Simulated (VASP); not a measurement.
Write the native input for VASP 6.6.1 that does the following.

| Item | Value |
| --- | --- |
| Task | single point |
| Functional | PBE |
| Potentials or basis | VASP PAW PBE potentials, release 64 (Sr_sv, Mg, C, Au, N) |
| Cutoff | 520 eV |
| k mesh | 4 × 4 × 4 |
| Occupations | gaussian, width 0.1 eV |
| Spin | collinear spin |
| Starting moments | [0.0, 0.0, 0.0, 0.0, 0.0, 0.0, 0.0, 0.0, 1.0, 0.0, 0.0, 0.0, 0.0, 0.0, 0.0] μB |
| Dipole correction | no |
| Further INCAR settings | LREAL = Auto; ALGO = Normal; EDIFF = 1e-07; NBANDS = 56 |

The structure of SrMgAuC6N6 lies in POSCAR:

```
SrMgAuC6N6
1.0
    0.0000000000      5.1575000000      5.1575000000
    5.1575000000      0.0000000000      5.1575000000
    5.1575000000      5.1575000000      0.0000000000
Sr Mg C Au N
1 1 6 1 6
Direct
    0.7500000000      0.7500000000      0.7500000000
    0.0000000000      0.0000000000      0.0000000000
    0.8080465300      0.1919534700      0.1919534700
    0.1919534700      0.1919534700      0.8080465300
    0.8080465300      0.1919534700      0.8080465300
    0.1919534700      0.8080465300      0.8080465300
    0.8080465300      0.8080465300      0.1919534700
    0.1919534700      0.8080465300      0.1919534700
    0.5000000000      0.5000000000      0.5000000000
    0.6946194900      0.3053805100      0.3053805100
    0.3053805100      0.3053805100      0.6946194900
    0.6946194900      0.3053805100      0.6946194900
    0.3053805100      0.6946194900      0.6946194900
    0.6946194900      0.6946194900      0.3053805100
    0.3053805100      0.6946194900      0.3053805100
```

One way to write it, as run:

INCAR

```
ALGO = Normal
EDIFF = 1E-7
ENCUT = 520
GGA = PE
ISIF = 2
ISMEAR = 0
ISPIN = 2
LASPH = True
LCHARG = True
LELF = True
LMAXMIX = 4
LORBIT = 11
LREAL = Auto
LVHAR = True
LWAVE = False
MAGMOM = 0 0 0 0 0 0 0 0 1 0 0 0 0 0 0
NBANDS = 56
NELM = 150
PREC = Accurate
SIGMA = 0.1
```

KPOINTS

```
k-points
0
Gamma
  4 4 4
```

Potentials or basis: VASP PAW PBE potentials, release 64 (Sr_sv, Mg, C, Au, N).

Run with:

```console
$ cat potpaw_PBE.64/Sr_sv/POTCAR potpaw_PBE.64/Mg/POTCAR potpaw_PBE.64/C/POTCAR potpaw_PBE.64/Au/POTCAR potpaw_PBE.64/N/POTCAR > POTCAR
$ mpirun -np 1 vasp_std > vasp.out
```

Results of the run:

| Item | Value |
| --- | --- |
| Pressure | 17.7 GPa |
| Largest force | 3.173 eV/Å |
| Net moment | 1.25 μB per cell |
| Site moments | Sr -0.00; Mg +0.01; C +0.01; Au +0.68; N +0.08 μB |
| Valence electrons inside the program's atomic spheres | Sr 7.78; Mg 0.68; C 2.62; Au 10.07; N 3.92 |

Caveat: the cell stands under pressure; forces of over 1 eV/Å act on the atoms, so gaps and moduli don't describe the material at rest.

It took 31 min on 1 thread of Intel Xeon 8259CL, with other jobs on the host, peak memory 0.59 GiB.
